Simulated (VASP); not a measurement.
# InSe: single point with PBEsol

The system is InSe.

```
In Se
1.0
     2.00000    1.15470    8.31667
    -2.00000    1.15470    8.31667
     0.00000   -2.30940    8.31667
In Se
2 2
Cartesian
  0.0000 0.0000 0.0000
  0.0000 0.0000 2.7994
  0.0000 0.0000 15.3567
  -0.0663 -0.0383 20.6662
```

This cell differs from its parent crystal: atom 4 (Se) moved +0.087 Å towards its neighbour atom 2 (In) at 2.638 Å.

* Program: VASP 6.6.1
* Task: single point
* Functional: PBEsol
* Potentials or basis: VASP PAW PBE potentials, release 64 (In_d, Se)
* Cutoff: 520 eV
* k mesh: 12 × 12 × 12
* Occupations: gaussian, width 0.03 eV
* Spin: no spin polarisation

- Pressure: 0.8 GPa
- Largest force: 0.675 eV/Å
- Band gap on the k mesh: 0.26 eV

Forces on the atoms (eV/Å):
```
In  -0.018 -0.010  0.176
In  -0.411 -0.237 -0.480
Se  -0.010 -0.006 -0.046
Se   0.439  0.253  0.350
```

Stress tensor (GPa, compression positive):
```
1.28 0.50 0.79
0.50 0.71 0.46
0.79 0.46 0.47
```

Levels at points of the mesh, in eV from the valence-band top:
```csv
k point,band 17,band 18,band 19,band 20,band 21,band 22
"(0.00, 0.00, 0.00)",-1.40,-1.30,-1.25,1.56,1.94,4.18
"(0.50, 0.00, 0.00)",-2.42,-2.31,-1.86,1.05,1.92,3.60
"(0.00, 0.50, 0.00)",-2.49,-2.32,-1.69,1.01,1.88,3.50
"(0.50, 0.50, 0.00)",-2.67,-2.15,-1.56,1.04,1.80,3.17
"(0.00, 0.50, 0.50)",-2.64,-2.13,-1.59,1.08,1.90,3.11
"(0.50, 0.50, 0.50)",-1.25,-1.18,0.00,0.26,1.95,4.06
```

It took 43 min on 4 MPI ranks on Intel(R) Xeon(R) Platinum 8375C CPU @ 2.90GHz (Ice Lake), with other jobs on the host, peak memory 1.5 GiB a rank.

Caveat: the cell differs from its parent crystal (atom 4 (Se) moved +0.087 Å towards its neighbour atom 2 (In) at 2.638 Å); the PAW data sets were made with another functional, which shifts forces and pressure a little; spin-orbit coupling is left out, which moves the levels of the heavy elements. A k mesh can miss the band edges.
